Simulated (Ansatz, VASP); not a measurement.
**FePt: VASP beside Ansatz**

The input INCAR:

```
SYSTEM = FePt
ALGO     = Fast           ! electronic algorithm
EDIFF    = 1E-7           ! SCF threshold, eV
ENCUT    = 520            ! plane-wave cutoff, eV
GGA      = CA             ! functional
ISIF     = 2              ! what is computed and relaxed
ISMEAR   = 0              ! smearing method
ISPIN    = 2              ! spin polarisation
LASPH    = .TRUE.         ! aspherical terms in the spheres
LCHARG   = .FALSE.        ! write CHGCAR
LMAXMIX  = 4              ! l up to which the mixer works
LORBIT   = 11             ! projections on sites
LREAL    = .FALSE.        ! projectors in reciprocal space
LWAVE    = .FALSE.        ! write WAVECAR
MAGMOM   = 2.5 0          ! initial moments
NBANDS   = 20             ! bands
NELM     = 150            ! most SCF steps
PREC     = Accurate       ! precision mode
SIGMA    = 0.05           ! smearing width, eV
```

KPOINTS

```
k-points
0
G
  12 12 10
  0 0 0
```

The input POSCAR:

```
FePt
1.0
    2.7216546016      0.0000000000      0.0000000000
    0.0000000000      2.7216546016      0.0000000000
    0.0000000000      0.0000000000      3.7000008167
Fe Pt
1 1
Direct
    0.5000000000      0.5000000000      0.5000000000
    0.0000000000      0.0000000000      0.0000000000
```

Input for Ansatz:

```yaml
crystal:
  lattice:
    - [2.7216546016, 0.0, 0.0]
    - [0.0, 2.7216546016, 0.0]
    - [0.0, 0.0, 3.7000008167]
  atoms:
    - { symbol: Fe, position: [0.5, 0.5, 0.5], spin: 2.5 }
    - { symbol: Pt, position: [0.0, 0.0, 0.0] }
basis:
  ecutwfc: 420
  ecutrho_ratio: 4
kpoints:
  mp_grid: { grid: [12, 12, 10] }
hamiltonian:
  xc: lda
scf:
  occupations: { method: gaussian, width: 0.05 }
output:
  forces: true
  stress: true
  eigenvalues: true
  populations: true
magnetization:
  spin_polarized: true
```

Alike in both runs: task single point; functional LDA; k mesh 12 × 12 × 10; occupations gaussian, width 0.05 eV; collinear spin.

|  | VASP | Ansatz |
| --- | --- | --- |
| version | VASP 6.6.1 | Ansatz 0.2.0 |
| potentials or method | VASP PAW LDA potentials, release 64 (Fe, Pt), cutoff 520 eV | scalar-relativistic, plane waves, PAW |
| valence electrons in the cell | 18 | 34 |

Ansatz gave:

- gap on the k mesh at the Fermi level (eV): none
- pressure (GPa): -11.3
- traceless stress, the component that is largest in VASP (GPa): 1.68
- net moment per atom (μB): 1.61
- size of the moment on the site where the two differ most (μB): 2.86

Task: Which values does VASP return?

Result: gap on the k mesh at the Fermi level (eV): none; pressure (GPa): -11.5; traceless stress, the component that is largest in VASP (GPa): 1.98; net moment per atom (μB): 1.59; size of the moment on the site where the two differ most (μB): 2.78.

LDA's correlation is that of Perdew and Zunger in VASP and of Perdew and Wang (1992) in Ansatz. Site moments also hang on the region over which each program counts them. A gap of «none» marks a metal or a gap that the smearing closes. VASP's potentials hold 18 valence electrons a cell and Ansatz's 34, so a difference there can come from the potentials and not from the codes.

Spin-orbit coupling is off throughout.
